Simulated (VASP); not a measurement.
Here is a VASP 6.6.1 calculation.

File INCAR:

```
SYSTEM = Zn
  ALGO = Normal
  EDIFF = 1E-6
  ENCUT = 520
  GGA = CA
  ISIF = 2
  ISMEAR = 1
  LASPH = .TRUE.
  LCHARG = .TRUE.
  LELF = .TRUE.
  LREAL = .FALSE.
  LVHAR = .TRUE.
  LWAVE = .FALSE.
  NBANDS = 12
  NELM = 100
  PREC = Accurate
  SIGMA = 0.1
```

File KPOINTS:

```
k-points
0
G
  11 11 11
  0 0 0
```

Contents of POSCAR:

```
Zn
1.0
    0.0000000000      1.8925733678      1.8925733678
    1.8925733678      0.0000000000      1.8925733678
    1.8925733678      1.8925733678      0.0000000000
Zn
1
Direct
    0.0000000000      0.0000000000      0.0000000000
```

Potentials or basis: VASP PAW LDA potentials, release 64 (Zn).

Launch:

```bash
$ cat potpaw_LDA.64/Zn/POTCAR > POTCAR
$ mpirun -np 1 vasp_std > vasp.out
```

Predict the band gap on the k mesh.

zero (band 6 reaches 5.36 eV, above the bottom of band 7 at 2.74 eV).

Estimate the pressure.

0.7 GPa.
